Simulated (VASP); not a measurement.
Wanted: the native input for a VASP 6.6.1 run.

* Task: single point
* Functional: PBE
* Dispersion: D3(BJ)
* Potentials or basis: VASP PAW PBE potentials, release 64 (B, N)
* Cutoff: 600 eV
* k mesh: 12 × 12 × 12
* Occupations: gaussian, width 0.05 eV
* Spin: no spin polarisation
* Dipole correction: no
* Further INCAR settings: ALGO = Normal; EDIFF = 1e-06; NBANDS = 11

The structure of BN lies in POSCAR:

```
BN
1.0
    1.2027024292      0.6943805712      3.2955578494
   -1.2027024292      0.6943805712      3.2955578494
    0.0000000000     -1.3887611425      3.2955578494
B N
1 1
Direct
    0.9897421043      0.9897421043      0.9897421043
    0.3404192405      0.3404192405      0.3404192405
```

This cell differs from its parent crystal: atoms displaced along a vibrational mode, the cell strained.

The input as run:

INCAR

```
SYSTEM = BN
PREC     = Accurate       ! precision mode
ENCUT    = 600            ! plane-wave cutoff, eV
EDIFF    = 1E-6           ! SCF threshold, eV
ISMEAR   = 0              ! smearing method
SIGMA    = 0.05           ! smearing width, eV
LREAL    = .FALSE.        ! projectors in reciprocal space
LASPH    = .TRUE.         ! aspherical terms in the spheres
NELM     = 120            ! most SCF steps
ALGO     = Normal         ! electronic algorithm
ISIF     = 2              ! what is computed and relaxed
LWAVE    = .FALSE.        ! write WAVECAR
LCHARG   = .FALSE.        ! write CHGCAR
GGA      = PE             ! functional
IVDW     = 12             ! dispersion correction
NBANDS   = 11             ! bands
GGA_COMPAT= .FALSE.
```

KPOINTS

```
regular mesh
0
G
  12 12 12
  0 0 0
```

Potentials or basis: VASP PAW PBE potentials, release 64 (B, N).

The run is started by

```bash
$ cat potpaw_PBE.64/B/POTCAR potpaw_PBE.64/N/POTCAR > POTCAR
$ mpirun -np 1 vasp_std > vasp.out
```

Results of the run:

```json
{
 "Pressure": "32.5 GPa",
 "Largest force": "2.041 eV/Å",
 "Band gap on the k mesh": "4.02 eV (least direct gap 4.86 eV)",
 "Dispersion energy per atom": "-0.154 eV"
}
```

Caveat: the cell differs from its parent crystal (atoms displaced along a vibrational mode, the cell strained); the stress differs along the axes, from -4 to 51 GPa; forces of over 1 eV/Å act on the atoms, so gaps and moduli don't describe the material at rest.

Wall time 55 s on 1 thread of Intel(R) Xeon(R) Platinum 8375C CPU @ 2.90GHz (Ice Lake), with other jobs on the host, peak memory 0.2 GiB.
